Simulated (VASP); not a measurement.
# SnSe (Fm-3m) in VASP: notebook

Runs on SnSe. Level: PBEsol. Tasks: single point.

All numbers are computed with VASP 6.6.1; they aren't measurements. Logs are shortened: lines on timing, memory, paths and dates and some standing lists are left out, and cuts for length are marked.

**1. The cell of the first run**

The structure is cubic, space group Fm-3m (No. 225). The conventional cell has a = 5.946 Å, b = 5.946 Å, c = 5.946 Å, α = 90.00°, β = 90.00°, γ = 90.00°. Sn (site symmetry m-3m) has 6 Se at 2.97 Å within 3.9 Å. Se (site symmetry m-3m) has 6 Sn at 2.97 Å within 3.9 Å.

**2. Single point, PBEsol**

INCAR

```
SYSTEM = SnSe
ALGO = Normal ; EDIFF = 1E-7
ENCUT = 520 ; GGA = PS
ISIF = 2 ; ISMEAR = 0
LASPH = .True. ; LCHARG = .True.
LELF = .True. ; LREAL = .False.
LVHAR = .True. ; LWAVE = .False.
NBANDS = 17 ; NELM = 60
PREC = Accurate ; SIGMA = 0.02
```

KPOINTS

```
k-points
0
Gamma
  8 8 8
  0 0 0
```

POSCAR

```
SnSe
1.0
    0.0000000000      2.9727546591      2.9727546591
    2.9727546591      0.0000000000      2.9727546591
    2.9727546591      2.9727546591      0.0000000000
Sn Se
1 1
Direct
    0.0000000000      0.0000000000      0.0000000000
    0.5000000000      0.5000000000      0.5000000000
```

Potentials or basis: VASP PAW PBE potentials, release 64 (Sn_d, Se).

Command:

```sh
$ cat potpaw_PBE.64/Sn_d/POTCAR potpaw_PBE.64/Se/POTCAR > POTCAR
$ mpirun -np 1 vasp_std > vasp.out
```

OUTCAR:

```text
SYSTEM = SnSe
   EDIFF = 1E-7
   ENCUT = 520
   GGA = PS
   ISIF = 2
   ISMEAR = 0
   LASPH = .True.
   LREAL = .False.
   NELM = 60
   PREC = Accurate

 ion  position               nearest neighbor table
   1  0.000  0.000  0.000-   2 2.97   2 2.97   2 2.97   2 2.97   2 2.97   2 2.97
   2  0.500  0.500  0.500-   1 2.97   1 2.97   1 2.97   1 2.97   1 2.97   1 2.97

  LATTYP: Found a face centered cubic cell.
 ALAT       =     5.9455093182

  Lattice vectors:

 A1 = (   0.0000000000,   2.9727546591,   2.9727546591)
 A2 = (   2.9727546591,   0.0000000000,   2.9727546591)
 A3 = (   2.9727546591,   2.9727546591,   0.0000000000)

Analysis of symmetry for initial positions (statically):
=====================================================================
 Subroutine PRICEL returns:
 Original cell was already a primitive cell.

 Routine SETGRP: Setting up the symmetry group for a
 face centered cubic supercell.

 Subroutine GETGRP returns: Found 48 space group operations
 (whereof 48 operations were pure point group operations)
 out of a pool of 48 trial point group operations.

The static configuration has the point symmetry O_h .

Analysis of symmetry for dynamics (positions and initial velocities):
=====================================================================
 Subroutine PRICEL returns:
 Original cell was already a primitive cell.

 Routine SETGRP: Setting up the symmetry group for a
 face centered cubic supercell.

 Subroutine GETGRP returns: Found 48 space group operations
 (whereof 48 operations were pure point group operations)
 out of a pool of 48 trial point group operations.

The dynamic configuration has the point symmetry O_h .

 Subroutine INISYM returns: Found 48 space group operations
 (whereof 48 operations are pure point group operations),
 and found     1 'primitive' translations

----------------------------------------------------------------------------------------

                                     Primitive cell

  volume of cell :      52.5421

  direct lattice vectors                    reciprocal lattice vectors
     0.000000000  2.972754659  2.972754659    -0.168194169  0.168194169  0.168194169
     2.972754659  0.000000000  2.972754659     0.168194169 -0.168194169  0.168194169
     2.972754659  2.972754659  0.000000000     0.168194169  0.168194169 -0.168194169

  length of vectors
[... 80 lines left out ...]
   ENCUT  =  520.0 eV  38.22 Ry    6.18 a.u.   7.82  7.82  7.82*2*pi/ulx,y,z
   NELM   =     60;   NELMIN=  2; NELMDL= -5     # of ELM steps
   EDIFF  = 0.1E-06   stopping-criterion for ELM
   LREAL  =      F    real-space projection
   EDIFFG = 0.1E-05   stopping-criterion for IOM
   NSW    =      0    number of steps for IOM
   IBRION =     -1    ionic relax: 0-MD 1-quasi-New 2-CG
   NFREE  =      0    steps in history (QN), initial steepest desc. (CG)
   ISIF   =      2    stress and relaxation
   ISYM   =      2    0-nonsym 1-usesym 2-fastsym
   POTIM  = 0.5000    time-step for ionic-motion
   TEBEG  =    0.0;   TEEND  =   0.0 temperature during run
   PSTRESS=    0.0 pullay stress
   NELECT =      20.0000    total number of electrons
   NUPDOWN=      -1.0000    fix difference up-down
   EMIN   =  10.00;   EMAX   =-10.00  energy-range for DOS
   EFERMI =   0.00;   METHOD = LEGACY
   ISMEAR =     0;   SIGMA  =   0.02  broadening in eV -4-tet -1-fermi 0-gaus
   EFERMI_NEDOS =   21; number of points for ismear=-14 and -15
   IALGO  =     38    algorithm
   IMIX   =      4    mixing-type and parameters
     AMIX     =   0.40;   BMIX     =  1.00
     AMIX_MAG =   1.60;   BMIX_MAG =  1.00
  volume/ion in A,a.u.               =      26.27       177.29
  Fermi-wavevector in a.u.,A,eV,Ry     =   1.186449  2.242064 19.152396  1.407661
  Thomas-Fermi vector in A             =   2.322622
   LORBIT       =      0    0 simple, 1 ext, 2 COOP (PROOUT), +10 PAW based schemes
   GGA     = PS    functional components
   LHFCALC =     F    Hartree Fock is set to
   AEXX    =    0.0000 exact exchange contribution
   IVDW    =     0    specifies the selected vdW correction
   LEPSILON=     F    determine dielectric tensor
   LRPA    =     F    only Hartree local field effects (RPA)
 non-spin polarized calculation
 Gauss-broadening in eV      SIGMA  =   0.02
  energy-cutoff  :      520.00
  volume of cell :       52.54
 maximum number of plane-waves:      1428
   NGX = 15   NGY = 15   NGZ = 15

 number of electron      20.0000006 magnetization

 Free energy of the ion-electron system (eV)
  ---------------------------------------------------
  ext. energy  EPLUGINS =         0.00000000
  ---------------------------------------------------
  free energy    TOTEN  =        -8.98564960 eV

  energy without entropy =       -8.98564960  energy(sigma->0) =       -8.98564960

 E-fermi :   5.8419     XC(G=0):  -9.9458

 val. band max:        5.7500180833   @ k =   0.5000   0.0000   0.0000
 cond. band min:       6.4988571002   @ k =  -0.3750   0.1250   0.0000
 fundamental gap:      0.7488390168
 Fermi energy:         5.8419354769

 k-point     1 :       0.0000    0.0000    0.0000
  band No.  band energies     occupation
      1     -15.6178      2.00000
      2     -15.6178      2.00000
      3     -15.6168      2.00000
      4     -15.6168      2.00000
      5     -15.6168      2.00000
      6      -8.2758      2.00000
[... 457 lines left out ...]
      4     -15.6064      2.00000
      5     -15.6001      2.00000
      6      -7.0856      2.00000
[... 9 lines left out ...]
     16      16.6909      0.00000
     17      16.7856      0.00000

 [... further k-points ...]

------------------------ aborting loop because EDIFF is reached ----------------------------------------

  FORCE on cell =-STRESS in cart. coord.  units (eV):
  Direction    XX          YY          ZZ          XY          YZ          ZX
  --------------------------------------------------------------------------------------
  -------------------------------------------------------------------------------------
  Total        0.0049204      0.0049204      0.0049204      0.0000000     -0.0000000      0.0000000
  in kB        0.1500393      0.1500393      0.1500393      0.0000000     -0.0000000      0.0000000
  external PRESSURE =       0.1500393 kB  Pullay stress =       0.0000000 kB

 VOLUME and BASIS-vectors are now :
 -----------------------------------------------------------------------------
  energy-cutoff  :      520.00
  volume of cell :       52.54
      direct lattice vectors                 reciprocal lattice vectors
     0.000000000  2.972754659  2.972754659    -0.168194169  0.168194169  0.168194169
     2.972754659  0.000000000  2.972754659     0.168194169 -0.168194169  0.168194169
     2.972754659  2.972754659  0.000000000     0.168194169  0.168194169 -0.168194169

 POSITION                                       TOTAL-FORCE (eV/Angst)
 -----------------------------------------------------------------------------------
      0.00000      0.00000      0.00000         0.000000      0.000000      0.000000
      2.97275      2.97275      2.97275         0.000000      0.000000     -0.000000
 -----------------------------------------------------------------------------------
    total drift:                                0.000000     -0.000000     -0.000000

  FREE ENERGIE OF THE ION-ELECTRON SYSTEM (eV)
  ---------------------------------------------------
  free  energy   TOTEN  =        -8.9856495998 eV

  energy  without entropy=       -8.9856495998  energy(sigma->0) =       -8.98564960
```

OSZICAR:

```text
N       E                     dE             d eps       ncg     rms          rms(c)
DAV:   1     0.128969581519E+03    0.12897E+03   -0.99328E+03  1011   0.149E+03
DAV:   2     0.275208665539E+01   -0.12622E+03   -0.12216E+03  1100   0.343E+02
DAV:   3    -0.883984656918E+01   -0.11592E+02   -0.11491E+02  1207   0.908E+01
DAV:   4    -0.913063980700E+01   -0.29079E+00   -0.29057E+00  1168   0.152E+01
DAV:   5    -0.913938944294E+01   -0.87496E-02   -0.87493E-02  1403   0.253E+00    0.321E+00
DAV:   6    -0.899021915957E+01    0.14917E+00   -0.35045E-01  1461   0.397E+00    0.193E+00
DAV:   7    -0.898579232845E+01    0.44268E-02   -0.64632E-02  1176   0.127E+00    0.883E-01
DAV:   8    -0.898576817659E+01    0.24152E-04   -0.64164E-03  1260   0.700E-01    0.814E-02
DAV:   9    -0.898563446690E+01    0.13371E-03   -0.10783E-03  1453   0.263E-01    0.399E-02
DAV:  10    -0.898564818112E+01   -0.13714E-04   -0.99893E-05  1191   0.672E-02    0.795E-03
DAV:  11    -0.898564957357E+01   -0.13925E-05   -0.73902E-06  1381   0.207E-02    0.235E-03
DAV:  12    -0.898564959978E+01   -0.26209E-07   -0.30533E-07  1240   0.737E-03
   1 F= -.89856496E+01 E0= -.89856496E+01  d E =-.591656E-13
```

stdout:

```text
POSCAR found type information on POSCAR SnSe
 POSCAR found :  2 types and       2 ions
 scaLAPACK will be used
 -----------------------------------------------------------------------------
|                                                                             |
|                                                                             |
|     You enforced a specific xc type in the INCAR file but a different       |
|     I HOPE YOU KNOW WHAT YOU ARE DOING!                                     |
|                                                                             |
 -----------------------------------------------------------------------------

 LDA part: xc-table for (Slater+PW92), standard interpolation
 POSCAR, INCAR and KPOINTS ok, starting setup
 FFT: planning ... GRIDC
 FFT: planning ... GRID_SOFT
 FFT: planning ... GRID
 WAVECAR not read
 entering main loop
```

Run time: 30 s. Hardware: 1 thread of Intel Xeon 8259CL, shared host; peak memory 0.19 GiB.

Results:

```
Free energy            : -8.9856 eV
Pressure               : 0.0 GPa
Band gap on the k mesh : 0.75 eV, indirect (least direct gap 0.82 eV)
```

Caveat: the PAW data sets were made with another functional, which shifts forces and pressure a little; spin-orbit coupling is left out, which moves the levels of the heavy elements.

**3. Single point, PBEsol**

INCAR

```
  PREC = Accurate
  ENCUT = 520
  EDIFF = 1E-7
  ISMEAR = 0
  SIGMA = 0.02
  LREAL = False
  LASPH = True
  NELM = 80
  ALGO = Normal
  ISIF = 2
  LWAVE = False
  LCHARG = False
  GGA = PS
  NBANDS = 17
```

KPOINTS

```
Automatic mesh
0
Gamma
  8 8 8
```

POSCAR is that of step 2.

Potentials or basis: VASP PAW PBE potentials, release 64 (Sn_d, Se).

Command:

```sh
$ cat potpaw_PBE.64/Sn_d/POTCAR potpaw_PBE.64/Se/POTCAR > POTCAR
$ mpirun -np 1 vasp_std > vasp.out
```

Wall time 29 s (1 thread of Intel Xeon 8259CL, shared host); peak memory 0.19 GiB.

The run converged. Its results:

```yaml
Free_energy: -8.9856 eV
Pressure: 0.0 GPa
Band_gap_on_the_k_mesh: 0.75 eV, indirect (least direct gap 0.82 eV)
```

Levels at points of the mesh, in eV from the valence-band top:
| k point | band 6 | band 7 | band 8 | band 9 | band 10 | band 11 | band 12 | band 13 | band 14 | band 15 |
| --- | --- | --- | --- | --- | --- | --- | --- | --- | --- | --- |
| (0.00, 0.00, 0.00) | -14.03 | -4.87 | -2.18 | -2.18 | -2.18 | 4.54 | 4.54 | 4.54 | 5.87 | 5.87 |
| (0.50, 0.00, 0.00) | -13.00 | -8.17 | -1.92 | -1.92 | 0.00 | 0.82 | 1.30 | 1.30 | 8.34 | 10.31 |
| (0.50, 0.50, 0.00) | -12.68 | -5.94 | -5.65 | -3.71 | -3.71 | 2.91 | 5.65 | 5.65 | 6.29 | 10.69 |

Caveat: the PAW data sets were made with another functional, which shifts forces and pressure a little; spin-orbit coupling is left out, which moves the levels of the heavy elements. A k mesh can miss the band edges.
